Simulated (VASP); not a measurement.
# TaN (P6_3mc) in VASP: further runs

Runs on TaN. Level: PBE. Tasks: single point.

Everything below comes from runs of VASP 6.6.1. Logs are shortened: lines on timing, memory, paths and dates and some standing lists are left out, and cuts for length are marked.

## (1) The cell of the first run

Symmetry: P6_3mc, No. 186, hexagonal system. The conventional cell has a = 2.941 Å, b = 2.941 Å, c = 6.170 Å, α = 90.00°, β = 90.00°, γ = 120.00°. Within 2.6 Å of Ta (site symmetry 3m) lie 4 N at 2.00 to 2.02 Å. Within 2.6 Å of N (site symmetry 3m) lie 4 Ta at 2.00 to 2.02 Å.

## (2) Single point, PBE (11.55 Å³/atom)

Contents of INCAR:

```
PREC = Accurate
ENCUT = 520
EDIFF = 1E-6
ISMEAR = 0
SIGMA = 0.15
LREAL = False
LASPH = True
NELM = 100
ALGO = Normal
ISIF = 2
LWAVE = False
LCHARG = False
GGA = PE
NBANDS = 24
```

Contents of KPOINTS:

```
Automatic mesh
0
Gamma
  18 18 8
```

Contents of POSCAR:

```
TaN
1.0
    2.9405869142      0.0000000000      0.0000000000
   -1.4702934571      2.5466229697      0.0000000000
    0.0000000000      0.0000000000      6.1699394634
Ta N
2 2
Direct
    0.3333333333      0.6666666667      0.0304880884
    0.6666666667      0.3333333333      0.5304880884
    0.3333333333      0.6666666667      0.3545119116
    0.6666666667      0.3333333333      0.8545119116
```

Potentials or basis: VASP PAW PBE potentials, release 64 (Ta_pv, N).

Started as:

```bash
$ cat potpaw_PBE.64/Ta_pv/POTCAR potpaw_PBE.64/N/POTCAR > POTCAR
$ mpirun -np 1 vasp_std > vasp.out
```

OUTCAR:

```text
PREC = Accurate
   ENCUT = 520
   EDIFF = 1E-6
   ISMEAR = 0
   LREAL = False
   LASPH = True
   NELM = 100
   ISIF = 2
   GGA = PE

 ion  position               nearest neighbor table
   1  0.333  0.667  0.030-   3 2.00   4 2.02   4 2.02   4 2.02   2 3.52   2 3.52   2 3.52   2 3.52
                             2 3.52   2 3.52
   2  0.667  0.333  0.530-   4 2.00   3 2.02   3 2.02   3 2.02   1 3.52   1 3.52   1 3.52   1 3.52
                             1 3.52   1 3.52
   3  0.333  0.667  0.355-   1 2.00   2 2.02   2 2.02   2 2.02
   4  0.667  0.333  0.855-   2 2.00   1 2.02   1 2.02   1 2.02

  LATTYP: Found a hexagonal cell.
 ALAT       =     2.9405869142
 C/A-ratio  =     2.0982000000

  Lattice vectors:

 A1 = (   2.9405869142,   0.0000000000,   0.0000000000)
 A2 = (  -1.4702934571,   2.5466229697,   0.0000000000)
 A3 = (   0.0000000000,   0.0000000000,   6.1699394634)

Analysis of symmetry for initial positions (statically):
=====================================================================
 Subroutine PRICEL returns:
 Original cell was already a primitive cell.

 Routine SETGRP: Setting up the symmetry group for a
 hexagonal supercell.

 Subroutine GETGRP returns: Found 12 space group operations
 (whereof  6 operations were pure point group operations)
 out of a pool of 24 trial point group operations.

The static configuration has the point symmetry C_3v.
 The point group associated with its full space group is C_6v.

Analysis of symmetry for dynamics (positions and initial velocities):
=====================================================================
 Subroutine PRICEL returns:
 Original cell was already a primitive cell.

 Routine SETGRP: Setting up the symmetry group for a
 hexagonal supercell.

 Subroutine GETGRP returns: Found 12 space group operations
 (whereof  6 operations were pure point group operations)
 out of a pool of 24 trial point group operations.

The dynamic configuration has the point symmetry C_3v.
 The point group associated with its full space group is C_6v.

 Subroutine INISYM returns: Found 12 space group operations
 (whereof  6 operations are pure point group operations),
 and found     1 'primitive' translations

----------------------------------------------------------------------------------------

                                     Primitive cell

  volume of cell :      46.2040

  direct lattice vectors                    reciprocal lattice vectors
     2.940586914  0.000000000  0.000000000     0.340068166  0.196338447  0.000000000
    -1.470293457  2.546622970  0.000000000     0.000000000  0.392676895  0.000000000
     0.000000000  0.000000000  6.169939463     0.000000000  0.000000000  0.162076144

  length of vectors
     2.940586914  2.940586914  6.169939463     0.392676895  0.392676895  0.162076144

  position of ions in fractional coordinates (direct lattice)
     0.333333333  0.666666667  0.030488088
     0.666666667  0.333333333  0.530488088
     0.333333333  0.666666667  0.354511912
     0.666666667  0.333333333  0.854511912

  ion indices of the primitive-cell ions
   primitive index   ion index
                 1           1
                 2           2
                 3           3
                 4           4

----------------------------------------------------------------------------------------

 KPOINTS: Automatic mesh

Automatic generation of k-mesh.
 Grid dimensions read from file:
 generate k-points for:   18   18    8

 Generating k-lattice:

  Cartesian coordinates                     Fractional coordinates (reciprocal lattice)
     0.018892676  0.010907692  0.000000000     0.055555556 -0.000000000  0.000000000
     0.000000000  0.021815383  0.000000000     0.000000000  0.055555556  0.000000000
     0.000000000  0.000000000  0.020259518     0.000000000  0.000000000  0.125000000

  Length of vectors
     0.021815383  0.021815383  0.020259518

  Shift w.r.t. Gamma in fractional coordinates (k-lattice)
     0.000000000  0.000000000  0.000000000

 Subroutine IBZKPT returns following result:
 ===========================================

 Found    185 irreducible k-points:

 Following reciprocal coordinates:
            Coordinates               Weight
  0.000000  0.000000  0.000000      1.000000
  0.055556 -0.000000  0.000000      6.000000
  0.111111 -0.000000  0.000000      6.000000
  0.166667  0.000000  0.000000      6.000000
  0.222222 -0.000000  0.000000      6.000000
  0.277778  0.000000  0.000000      6.000000
[... 16 lines left out ...]
  0.333333  0.111111  0.000000     12.000000
  0.388889  0.111111  0.000000     12.000000
 [... further k-points ...]
   k-points           NKPTS =    185   k-points in BZ     NKDIM =    185   number of bands    NBANDS=     24
   number of dos      NEDOS =    301   number of ions     NIONS =      4
   total plane-waves  NPLWV =  27648
   dimension x,y,z NGX =    24 NGY =   24 NGZ =   48
   dimension x,y,z NGXF=    48 NGYF=   48 NGZF=   96
   ions per type =               2   2
   NGX,Y,Z   is equivalent  to a cutoff of  13.57, 13.57, 12.93 a.u.
   NGXF,Y,Z  is equivalent  to a cutoff of  27.14, 27.14, 25.87 a.u.
 SYSTEM =  unknown system
   PREC   = accura    normal or accurate (medium, high low for compatibility)
   ISTART =      0    job   : 0-new  1-cont  2-samecut
   ICHARG =      2    charge: 1-file 2-atom 10-const
   ISPIN  =      1    spin polarized calculation?
   LNONCOLLINEAR =      F non collinear calculations
   LSORBIT =      F    spin-orbit coupling
   LASPH  =      T    aspherical Exc in radial PAW
   ENCUT  =  520.0 eV  38.22 Ry    6.18 a.u.   5.47  5.47 11.47*2*pi/ulx,y,z
   NELM   =    100;   NELMIN=  2; NELMDL= -5     # of ELM steps
   EDIFF  = 0.1E-05   stopping-criterion for ELM
   LREAL  =      F    real-space projection
   EDIFFG = 0.1E-04   stopping-criterion for IOM
   NSW    =      0    number of steps for IOM
   IBRION =     -1    ionic relax: 0-MD 1-quasi-New 2-CG
   NFREE  =      0    steps in history (QN), initial steepest desc. (CG)
   ISIF   =      2    stress and relaxation
   ISYM   =      2    0-nonsym 1-usesym 2-fastsym
   POTIM  = 0.5000    time-step for ionic-motion
   TEBEG  =    0.0;   TEEND  =   0.0 temperature during run
   PSTRESS=    0.0 pullay stress
   NELECT =      32.0000    total number of electrons
   NUPDOWN=      -1.0000    fix difference up-down
   EMIN   =  10.00;   EMAX   =-10.00  energy-range for DOS
   EFERMI =   0.00;   METHOD = LEGACY
   ISMEAR =     0;   SIGMA  =   0.15  broadening in eV -4-tet -1-fermi 0-gaus
   EFERMI_NEDOS =   21; number of points for ismear=-14 and -15
   IALGO  =     38    algorithm
   IMIX   =      4    mixing-type and parameters
     AMIX     =   0.40;   BMIX     =  1.00
     AMIX_MAG =   1.60;   BMIX_MAG =  1.00
  volume/ion in A,a.u.               =      11.55        77.95
  Fermi-wavevector in a.u.,A,eV,Ry     =   1.448433  2.737141 28.544439  2.097957
  Thomas-Fermi vector in A             =   2.566274
   LORBIT       =      0    0 simple, 1 ext, 2 COOP (PROOUT), +10 PAW based schemes
   GGA     = PE    functional components
   LHFCALC =     F    Hartree Fock is set to
   AEXX    =    0.0000 exact exchange contribution
   IVDW    =     0    specifies the selected vdW correction
   LEPSILON=     F    determine dielectric tensor
   LRPA    =     F    only Hartree local field effects (RPA)
 non-spin polarized calculation
 Gauss-broadening in eV      SIGMA  =   0.15
  energy-cutoff  :      520.00
  volume of cell :       46.20
 maximum number of plane-waves:      1277
 NGX is ok and might be reduce to    24
   NGX = 11   NGY = 11   NGZ = 23

 number of electron      32.0000007 magnetization

 Free energy of the ion-electron system (eV)
  ---------------------------------------------------
  ext. energy  EPLUGINS =         0.00000000
  ---------------------------------------------------
  free energy    TOTEN  =       -42.48113699 eV

  energy without entropy =      -42.46876055  energy(sigma->0) =      -42.47494877

 E-fermi :   7.5165     XC(G=0): -12.7821

 val. band max:        7.5142066319   @ k =   0.1111  -0.0000   0.2500
 cond. band min:       7.5174866972   @ k =   0.2778   0.2778   0.0000
 fundamental gap:      0.0032800653
 Fermi energy:         7.5164983044

 k-point     1 :       0.0000    0.0000    0.0000
  band No.  band energies     occupation
      1     -27.8615      2.00000
      2     -27.4442      2.00000
      3     -26.9731      2.00000
      4     -26.9731      2.00000
      5     -26.9458      2.00000
      6     -26.9458      2.00000
[... 16 lines left out ...]
     23      13.4845      0.00000
     24      14.7926      0.00000

 k-point     2 :       0.0556   -0.0000    0.0000
  band No.  band energies     occupation
      1     -27.8534      2.00000
      2     -27.4415      2.00000
      3     -27.0068      2.00000
      4     -26.9808      2.00000
      5     -26.9805      2.00000
      6     -26.9528      2.00000
[... 16 lines left out ...]
     23      13.7123      0.00000
     24      14.5345      0.00000

 k-point     3 :       0.1111   -0.0000    0.0000
  band No.  band energies     occupation
      1     -27.8302      2.00000
      2     -27.4342      2.00000
      3     -27.1029      2.00000
      4     -27.0790      2.00000
      5     -27.0030      2.00000
      6     -26.9728      2.00000
[... 16 lines left out ...]
     23      14.2476      0.00000
     24      14.3268      0.00000

 k-point     4 :       0.1667    0.0000    0.0000
  band No.  band energies     occupation
      1     -27.7947      2.00000
      2     -27.4255      2.00000
      3     -27.2466      2.00000
      4     -27.2245      2.00000
      5     -27.0367      2.00000
      6     -27.0035      2.00000
[... 16 lines left out ...]
     23      14.0653      0.00000
     24      15.1583      0.00000

 k-point     5 :       0.2222   -0.0000    0.0000
  band No.  band energies     occupation
      1     -27.7535      2.00000
      2     -27.4481      2.00000
      3     -27.4098      2.00000
      4     -27.3707      2.00000
      5     -27.0776      2.00000
      6     -27.0410      2.00000
[... 451 lines left out ...]
 k-point    22 :       0.2778    0.1111    0.0000
  band No.  band energies     occupation
      1     -27.8027      2.00000
      2     -27.7639      2.00000
      3     -27.5787      2.00000
      4     -27.3800      2.00000
      5     -27.2227      2.00000
      6     -27.1833      2.00000
[... 16 lines left out ...]
     23      14.6128      0.00000
     24      15.3001      0.00000

 k-point    23 :       0.3333    0.1111    0.0000
  band No.  band energies     occupation
      1     -27.9075      2.00000
      2     -27.8733      2.00000
      3     -27.5451      2.00000
      4     -27.3803      2.00000
      5     -27.2647      2.00000
      6     -27.2224      2.00000
[... 16 lines left out ...]
     23      14.4074      0.00000
     24      15.0107      0.00000

 k-point    24 :       0.3889    0.1111    0.0000
  band No.  band energies     occupation
      1     -27.9797      2.00000
      2     -27.9440      2.00000
      3     -27.5140      2.00000
      4     -27.3846      2.00000
      5     -27.2918      2.00000
      6     -27.2478      2.00000
[... 16 lines left out ...]
     23      13.9418      0.00000
     24      14.9011      0.00000

 [... further k-points ...]
[... 5 lines left out ...]
  --------------------------------------------------------------------------------------
  -------------------------------------------------------------------------------------
  Total       13.9403842     13.9403842      5.8311369      0.0000000      0.0000000      0.0000000
  in kB      483.3990016    483.3990016    202.2014419      0.0000000      0.0000000      0.0000000
  external PRESSURE =     389.6664817 kB  Pullay stress =       0.0000000 kB

 VOLUME and BASIS-vectors are now :
 -----------------------------------------------------------------------------
  energy-cutoff  :      520.00
  volume of cell :       46.20
      direct lattice vectors                 reciprocal lattice vectors
     2.940586914  0.000000000  0.000000000     0.340068166  0.196338447  0.000000000
    -1.470293457  2.546622970  0.000000000     0.000000000  0.392676895  0.000000000
     0.000000000  0.000000000  6.169939463     0.000000000  0.000000000  0.162076144

 POSITION                                       TOTAL-FORCE (eV/Angst)
 -----------------------------------------------------------------------------------
     -0.00000      1.69775      0.18811        -0.000000      0.000000      1.934708
      1.47029      0.84887      3.27308         0.000000     -0.000000      1.934708
     -0.00000      1.69775      2.18732        -0.000000      0.000000     -1.934708
      1.47029      0.84887      5.27229        -0.000000      0.000000     -1.934708
 -----------------------------------------------------------------------------------
    total drift:                               -0.000000      0.000000     -0.000593

  FREE ENERGIE OF THE ION-ELECTRON SYSTEM (eV)
  ---------------------------------------------------
  free  energy   TOTEN  =       -42.4811369881 eV

  energy  without entropy=      -42.4687605546  energy(sigma->0) =      -42.47494877
```

Wall time 59 s (1 thread of Intel Xeon 6975P-C (Granite Rapids), shared host); peak memory 0.3 GiB.

Results:

* Free energy: -42.4811 eV
* Pressure: 39.0 GPa
* Largest force: 1.935 eV/Å
* Band gap on the k mesh: zero (bands 16 and 17 overlap by 0.20 eV)

Forces in eV/Å, atoms in the order of the input:
```
Ta   0.000  0.000  1.935
Ta   0.000  0.000  1.935
N    0.000  0.000 -1.935
N    0.000  0.000 -1.935
```

Stress tensor (GPa, compression positive):
```
48.34  0.00  0.00
 0.00 48.34  0.00
 0.00  0.00 20.22
```

Levels at points of the mesh, in eV from the Fermi level:
```tsv
k point	band 14	band 15	band 16	band 17	band 18	band 19
(0.00, 0.00, 0.00)	-4.59	-0.73	-0.49	0.56	0.56	2.58
(0.50, 0.00, 0.00)	-3.72	-2.62	-0.33	1.11	2.45	3.47
(0.00, 0.00, 0.50)	-5.00	0.10	0.10	1.33	1.33	1.33
(0.50, 0.00, 0.50)	-4.79	-1.17	-1.17	1.61	1.61	4.47
```

Caveat: the cell stands under pressure; spin-orbit coupling is left out, which moves the levels of the heavy elements; forces of over 1 eV/Å act on the atoms, so gaps and moduli don't describe the material at rest.

## (3) Single point, PBE (11.55 Å³/atom)

Edit INCAR of step 2 so:

```diff
@@ -2,3 +2,3 @@
 ENCUT = 520
-EDIFF = 1E-6
+EDIFF = 1E-7
 ISMEAR = 0
@@ -7,3 +7,3 @@
 LASPH = True
-NELM = 100
+NELM = 60
 ALGO = Normal
```

Contents of KPOINTS:

```
regular mesh
0
Gamma
  18 18 8
```

Contents of POSCAR:

```
TaN
1.0
    3.0204398139      0.0000000000      0.0000000000
   -1.5102199070      2.6157776094      0.0000000000
    0.0000000000      0.0000000000      5.8480162527
Ta N
2 2
Direct
    0.3333333333      0.6666666667      0.0304880884
    0.6666666667      0.3333333333      0.5304880884
    0.3333333333      0.6666666667      0.3545119116
    0.6666666667      0.3333333333      0.8545119116
```

Potentials or basis: VASP PAW PBE potentials, release 64 (Ta_pv, N).

Started as:

```bash
$ cat potpaw_PBE.64/Ta_pv/POTCAR potpaw_PBE.64/N/POTCAR > POTCAR
$ mpirun -np 1 vasp_std > vasp.out
```

It took 70 s on 1 thread of Intel Xeon 6975P-C (Granite Rapids), shared host; peak memory 0.3 GiB.

It converged, with:

```
Free energy            : -42.5863 eV
Pressure               : 44.0 GPa
Largest force          : 0.223 eV/Å
Band gap on the k mesh : zero (bands 16 and 17 overlap by 0.49 eV)
```

Forces in eV/Å, atoms in the order of the input:
```
Ta   0.000  0.000 -0.223
Ta   0.000  0.000 -0.223
N    0.000  0.000  0.223
N    0.000  0.000  0.223
```

Stress tensor (GPa, compression positive):
```
38.62  0.00  0.00
 0.00 38.62  0.00
 0.00  0.00 54.83
```

Levels at points of the mesh, in eV from the Fermi level:
```
           k point  band 14  band 15  band 16  band 17  band 18  band 19
(0.00, 0.00, 0.00)    -5.07    -0.81    -0.67     0.07     0.07     2.53
(0.50, 0.00, 0.00)    -4.02    -2.74    -0.40     1.38     2.48     3.07
(0.00, 0.00, 0.50)    -5.63     0.33     0.33     1.07     1.07     1.07
(0.50, 0.00, 0.50)    -5.35    -1.00    -1.00     1.73     1.73     3.87
```

Caveat: the cell stands under pressure; spin-orbit coupling is left out, which moves the levels of the heavy elements.

## (4) Single point, PBE (11.55 Å³/atom)

Contents of INCAR:

```
ALGO = Normal
EDIFF = 1E-7
ENCUT = 520
GGA = PE
ISIF = 2
ISMEAR = 0
LASPH = True
LCHARG = True
LELF = True
LREAL = False
LVHAR = True
LWAVE = False
NBANDS = 24
NELM = 80
PREC = Accurate
SIGMA = 0.15
```

Contents of KPOINTS:

```
k-points
0
Gamma
  18 18 8
```

Contents of POSCAR:

```
TaN
1.0
    3.1024672420      0.0000000000      0.0000000000
   -1.5512336210      2.6868154460      0.0000000000
    0.0000000000      0.0000000000      5.5428679745
Ta N
2 2
Direct
    0.3333333333      0.6666666667      0.0304880884
    0.6666666667      0.3333333333      0.5304880884
    0.3333333333      0.6666666667      0.3545119116
    0.6666666667      0.3333333333      0.8545119116
```

Started as:

```bash
$ cat potpaw_PBE.64/Ta_pv/POTCAR potpaw_PBE.64/N/POTCAR > POTCAR
$ mpirun -np 1 vasp_std > vasp.out
```

Run time: 67 s. Hardware: 1 thread of Intel Xeon 6975P-C (Granite Rapids), shared host; peak memory 0.3 GiB.

The run converged. Its results:

```
Free energy            : -41.9365 eV
Pressure               : 53.8 GPa
Largest force          : 3.527 eV/Å
Band gap on the k mesh : zero (bands 16 and 17 overlap by 0.87 eV)
```

Forces in eV/Å, atoms in the order of the input:
```
Ta   0.000  0.000 -3.527
Ta   0.000  0.000 -3.527
N    0.000  0.000  3.527
N    0.000  0.000  3.527
```

Stress tensor (GPa, compression positive):
```
30.74  0.00  0.00
 0.00 30.74  0.00
 0.00  0.00 99.93
```

Levels at points of the mesh, in eV from the Fermi level:
```csv
k point,band 14,band 15,band 16,band 17,band 18,band 19
"(0.00, 0.00, 0.00)",-5.30,-1.08,-0.52,-0.24,-0.24,2.29
"(0.50, 0.00, 0.00)",-4.12,-2.72,-0.27,1.79,2.49,3.01
"(0.00, 0.00, 0.50)",-6.04,0.63,0.63,1.04,1.04,1.04
"(0.50, 0.00, 0.50)",-5.70,-0.64,-0.64,2.05,2.05,3.51
```

Caveat: the cell stands under pressure; spin-orbit coupling is left out, which moves the levels of the heavy elements; forces of over 1 eV/Å act on the atoms, so gaps and moduli don't describe the material at rest.

## (5) The runs side by side

| cell | gap on the mesh (eV) | pressure (GPa) | largest force (eV/Å) |
| --- | --- | --- | --- |
| a = 2.941, b = 2.941, c = 6.170 Å, angles 90.0, 90.0, 120.0°, 4 atoms | none | 39.0 | 1.93 |
| a = 3.020, b = 3.020, c = 5.848 Å, angles 90.0, 90.0, 120.0°, 4 atoms | none | 44.0 | 0.22 |
| a = 3.102, b = 3.102, c = 5.543 Å, angles 90.0, 90.0, 120.0°, 4 atoms | none | 53.8 | 3.53 |

Alike in all rows: task single point; level PBE; potentials or basis VASP PAW PBE potentials, release 64 (Ta_pv, N); no spin polarisation; k mesh 18 × 18 × 8; cutoff (eV) 520; smearing gaussian 0.15 eV.

Caveats: the cell stands under pressure; spin-orbit coupling is left out, which moves the levels of the heavy elements; forces of over 1 eV/Å act on the atoms, so gaps and moduli don't describe the material at rest (at least some runs).

Absolute energies hang on the potentials; compare differences alone.
